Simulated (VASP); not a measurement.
# MgSn4N (P-43m) in VASP: relaxation of cell and atoms with PBE

Aim: the relaxation of cell and atoms of MgSn4N with PBE.

All numbers are computed with VASP 6.6.1; they aren't measurements. Logs are shortened: lines on timing, memory, paths and dates and some standing lists are left out, and cuts for length are marked.

## 1. The cell of the first run

The structure is cubic, space group P-43m (No. 215). Conventional cell: a = 4.907 Å, b = 4.907 Å, c = 4.907 Å, α = 90.00°, β = 90.00°, γ = 90.00°. Mg (site symmetry -43m) has 16 Sn at 2.99 to 4.01 Å and 8 N at 4.25 Å within 4.3 Å. Within 1.7 Å of Sn (site symmetry 3m) lie 1 N at 1.26 Å. Within 1.7 Å of N (site symmetry -43m) lie 4 Sn at 1.26 Å.

The cell was generated, and may not be a known phase.

## 2. Relaxation of cell and atoms, PBE

The input, INCAR:

```
  PREC = Accurate
  ENCUT = 840
  EDIFF = 1E-7
  ISMEAR = 0
  SIGMA = 0.1
  LREAL = False
  LASPH = True
  NELM = 120
  ALGO = Normal
  ISIF = 3
  LWAVE = False
  LCHARG = False
  GGA = PE
  IBRION = 2
  NSW = 90
  EDIFFG = -0.04
  GGA_COMPAT = False
  NELMIN = 4
```

The input, KPOINTS:

```
regular mesh
0
Gamma
  4 4 4
```

The input, POSCAR:

```
MgSn4N
1.0
    4.9070142200      0.0000000000      0.0000000000
    0.0000000000      4.9070142200      0.0000000000
    0.0000000000      0.0000000000      4.9070142200
Mg Sn N
1 4 1
Direct
    0.5000000000      0.5000000000      0.5000000000
    0.1480000000      0.1480000000      0.1480000000
    0.1480000000      0.8520000000      0.8520000000
    0.8520000000      0.8520000000      0.1480000000
    0.8520000000      0.1480000000      0.8520000000
    0.0000000000      0.0000000000      0.0000000000
```

Potentials or basis: VASP PAW PBE potentials, release 64 (Mg_sv, Sn_d, N).

On the command line:

```console
$ cat potpaw_PBE.64/Mg_sv/POTCAR potpaw_PBE.64/Sn_d/POTCAR potpaw_PBE.64/N/POTCAR > POTCAR
$ mpirun -np 1 vasp_std > vasp.out
```

OUTCAR:

```text
PREC = Accurate
   ENCUT = 840
   EDIFF = 1E-7
   ISMEAR = 0
   LREAL = False
   LASPH = True
   NELM = 120
   ISIF = 3
   GGA = PE
   IBRION = 2
   NSW = 90
   EDIFFG = -0.04
   NELMIN = 4

 ion  position               nearest neighbor table
   1  0.500  0.500  0.500-   2 2.99   3 2.99   4 2.99   5 2.99
   2  0.148  0.148  0.148-   6 1.26   4 2.05   5 2.05   3 2.05   1 2.99   5 3.75   4 3.75   5 3.75
                             3 3.75   4 3.75   3 3.75
   3  0.148  0.852  0.852-   6 1.26   4 2.05   5 2.05   2 2.05   1 2.99   5 3.75   4 3.75   2 3.75
                             4 3.75   2 3.75   5 3.75
   4  0.852  0.852  0.148-   6 1.26   3 2.05   5 2.05   2 2.05   1 2.99   5 3.75   3 3.75   2 3.75
                             5 3.75   2 3.75   3 3.75
   5  0.852  0.148  0.852-   6 1.26   3 2.05   4 2.05   2 2.05   1 2.99   4 3.75   3 3.75   2 3.75
                             4 3.75   2 3.75   3 3.75
   6  0.000  0.000  0.000-   2 1.26   3 1.26   4 1.26   5 1.26

 -----------------------------------------------------------------------------
|                                                                             |
|           W    W    AA    RRRRR   N    N  II  N    N   GGGG   !!!           |
|           W    W   A  A   R    R  NN   N  II  NN   N  G    G  !!!           |
|           W    W  A    A  R    R  N N  N  II  N N  N  G       !!!           |
|           W WW W  AAAAAA  RRRRR   N  N N  II  N  N N  G  GGG   !            |
|           WW  WW  A    A  R   R   N   NN  II  N   NN  G    G                |
|           W    W  A    A  R    R  N    N  II  N    N   GGGG   !!!           |
|                                                                             |
|     The distance between some ions is very small. Please check the          |
|     nearest-neighbor list in the OUTCAR file.                               |
|     I HOPE YOU KNOW WHAT YOU ARE DOING!                                     |
|                                                                             |
 -----------------------------------------------------------------------------

  LATTYP: Found a simple cubic cell.
 ALAT       =     4.9070142200

  Lattice vectors:

 A1 = (   4.9070142200,   0.0000000000,   0.0000000000)
 A2 = (   0.0000000000,   4.9070142200,   0.0000000000)
 A3 = (   0.0000000000,   0.0000000000,   4.9070142200)

Analysis of symmetry for initial positions (statically):
=====================================================================
 Subroutine PRICEL returns:
 Original cell was already a primitive cell.

 Routine SETGRP: Setting up the symmetry group for a
 simple cubic supercell.

 Subroutine GETGRP returns: Found 24 space group operations
 (whereof 24 operations were pure point group operations)
 out of a pool of 48 trial point group operations.

[... 108 lines left out ...]
   LREAL  =      F    real-space projection
   EDIFFG = -.4E-01   stopping-criterion for IOM
   NSW    =     90    number of steps for IOM
   IBRION =      2    ionic relax: 0-MD 1-quasi-New 2-CG
   NFREE  =      1    steps in history (QN), initial steepest desc. (CG)
   ISIF   =      3    stress and relaxation
   ISYM   =      2    0-nonsym 1-usesym 2-fastsym
   POTIM  = 0.5000    time-step for ionic-motion
   TEBEG  =    0.0;   TEEND  =   0.0 temperature during run
   PSTRESS=    0.0 pullay stress
   NELECT =      71.0000    total number of electrons
   NUPDOWN=      -1.0000    fix difference up-down
   EMIN   =  10.00;   EMAX   =-10.00  energy-range for DOS
   EFERMI =   0.00;   METHOD = LEGACY
   ISMEAR =     0;   SIGMA  =   0.10  broadening in eV -4-tet -1-fermi 0-gaus
   EFERMI_NEDOS =   21; number of points for ismear=-14 and -15
   IALGO  =     38    algorithm
   IMIX   =      4    mixing-type and parameters
     AMIX     =   0.40;   BMIX     =  1.00
     AMIX_MAG =   1.60;   BMIX_MAG =  1.00
  volume/ion in A,a.u.               =      19.69       132.89
  Fermi-wavevector in a.u.,A,eV,Ry     =   1.381477  2.610613 25.966426  1.908478
  Thomas-Fermi vector in A             =   2.506258
   LORBIT       =      0    0 simple, 1 ext, 2 COOP (PROOUT), +10 PAW based schemes
   GGA     = PE    functional components
   LHFCALC =     F    Hartree Fock is set to
   AEXX    =    0.0000 exact exchange contribution
   IVDW    =     0    specifies the selected vdW correction
   LEPSILON=     F    determine dielectric tensor
   LRPA    =     F    only Hartree local field effects (RPA)
 conjugate gradient relaxation of ions
 non-spin polarized calculation
 Gauss-broadening in eV      SIGMA  =   0.10
  energy-cutoff  :      840.00
  volume of cell :      118.15
 maximum number of plane-waves:      6619
 NGX is ok and might be reduce to    48
   NGX = 23   NGY = 23   NGZ = 23

--------------------------------------- Ionic step        1  -------------------------------------------

 number of electron      71.0000021 magnetization

 Free energy of the ion-electron system (eV)
  ---------------------------------------------------
  ext. energy  EPLUGINS =         0.00000000
  ---------------------------------------------------
  free energy    TOTEN  =        91.93759812 eV

  energy without entropy =       91.95784993  energy(sigma->0) =       91.94772403

------------------------ aborting loop because EDIFF is reached ----------------------------------------

  FORCE on cell =-STRESS in cart. coord.  units (eV):
  Direction    XX          YY          ZZ          XY          YZ          ZX
  --------------------------------------------------------------------------------------
  -------------------------------------------------------------------------------------
  Total      216.4437808    216.4437808    216.4437808      0.0000000      0.0000000     -0.0000000
  in kB     2934.9705266   2934.9705266   2934.9705266      0.0000000      0.0000000     -0.0000000
  external PRESSURE =    2934.9705266 kB  Pullay stress =       0.0000000 kB
[... 1475 lines left out ...]
     41       8.7701      0.00000
     42       9.3527      0.00000

[... ionic steps 4 to 25 ...]

--------------------------------------- Ionic step       26  -------------------------------------------

 number of electron      70.9999981 magnetization

------------------------ aborting loop because EDIFF is reached ----------------------------------------
[... 75 lines left out ...]
--------------------------------------- Ionic step       28  -------------------------------------------

 number of electron      70.9999984 magnetization

 Free energy of the ion-electron system (eV)
  ---------------------------------------------------
  ext. energy  EPLUGINS =         0.00000000
  ---------------------------------------------------
  free energy    TOTEN  =       -21.92948259 eV

  energy without entropy =      -21.91364753  energy(sigma->0) =      -21.92156506

 E-fermi :   5.2261     XC(G=0):  -9.0627

 val. band max:        5.0312399691   @ k =   0.5000   0.5000   0.2500
 cond. band min:       5.2330190558   @ k =   0.2500   0.0000   0.0000
 fundamental gap:      0.2017790868
 Fermi energy:         5.2260606467
[... 481 lines left out ...]
  FREE ENERGIE OF THE ION-ELECTRON SYSTEM (eV)
  ---------------------------------------------------
  free  energy   TOTEN  =       -21.9294825913 eV

  energy  without entropy=      -21.9136475302  energy(sigma->0) =      -21.92156506

 reached required accuracy - stopping structural energy minimisation
```

CONTCAR:

```text
MgSn4N
   1.00000000000000
     5.5719546656841032    0.0000000000000000   -0.0000000000000000
    -0.0000000000000000    5.5719546656841024    0.0000000000000000
     0.0000000000000000    0.0000000000000000    5.5719546656841041
  Mg              Sn              N
     1     4     1
Direct
     0.5000000000000000    0.4999999999999999    0.5000000000000000
     0.7784052082298194    0.7784052082298193    0.7784052082298193
     0.7784052082298194    0.2215947917701809    0.2215947917701808
     0.2215947917701808    0.2215947917701809    0.7784052082298194
     0.2215947917701808    0.7784052082298196    0.2215947917701808
     0.0000000000000000    0.9999999999999999    0.0000000000000000

  0.00000000E+00  0.00000000E+00  0.00000000E+00
  0.00000000E+00  0.00000000E+00  0.00000000E+00
  0.00000000E+00  0.00000000E+00  0.00000000E+00
  0.00000000E+00  0.00000000E+00  0.00000000E+00
  0.00000000E+00  0.00000000E+00  0.00000000E+00
  0.00000000E+00  0.00000000E+00  0.00000000E+00
```

Run time: 27 min. Hardware: 1 thread of Intel Xeon 6975P-C (Granite Rapids), shared host; peak memory 0.4 GiB.

What came out:

* Free energy: -21.9295 eV
* Relaxed volume: 28.83 Å³/atom
* Relaxed cell: a = 5.572 Å, b = 5.572 Å, c = 5.572 Å, α = 90.00°, β = 90.00°, γ = 90.00°
* Space group after relaxing (to 0.1 Å): P-43m (No. 215)
* Pressure after relaxing: 0.0 GPa
* Largest force after relaxing: 0.032 eV/Å
* Band gap on the k mesh: zero (an odd number of electrons rules out a gap without spin polarisation)

Forces in eV/Å, atoms in the order of the input:
```
Mg   0.000  0.000  0.000
Sn  -0.019 -0.019 -0.019
Sn  -0.019  0.019  0.019
Sn   0.019  0.019 -0.019
Sn   0.019 -0.019  0.019
N    0.000  0.000  0.000
```

Final structure:
```yaml
crystal:
  lattice:
    - [5.57195, 0.00000, 0.00000]
    - [0.00000, 5.57195, 0.00000]
    - [0.00000, 0.00000, 5.57195]
  atoms:
    - { symbol: Mg, position: [0.50000, 0.50000, 0.50000] }
    - { symbol: Sn, position: [0.77841, 0.77841, 0.77841] }
    - { symbol: Sn, position: [0.77841, 0.22159, 0.22159] }
    - { symbol: Sn, position: [0.22159, 0.22159, 0.77841] }
    - { symbol: Sn, position: [0.22159, 0.77841, 0.22159] }
    - { symbol: N, position: [0.00000, 0.00000, 0.00000] }
```

Levels at points of the mesh, in eV from the Fermi level:
```csv
k point,band 31,band 32,band 33,band 34,band 35,band 36,band 37,band 38,band 39,band 40
"(0.00, 0.00, 0.00)",-3.70,-3.70,-2.76,-2.76,-1.26,1.05,1.05,1.05,2.49,2.49
"(0.50, 0.00, 0.00)",-3.86,-3.86,-1.89,-1.05,-0.26,-0.20,0.49,0.49,0.92,1.09
"(0.50, 0.50, 0.00)",-3.97,-3.97,-1.47,-1.47,-1.40,-0.44,0.66,0.66,1.17,1.63
"(0.50, 0.50, 0.50)",-4.73,-4.73,-1.70,-1.70,-1.70,-1.54,2.27,2.27,3.08,3.08
```

Caveat: the volume moved by over 15 % at a fixed basis, so the end points are rough; spin-orbit coupling is left out, which moves the levels of the heavy elements.

The gap in the log of VASP goes by the Fermi energy; the results here count the filled bands.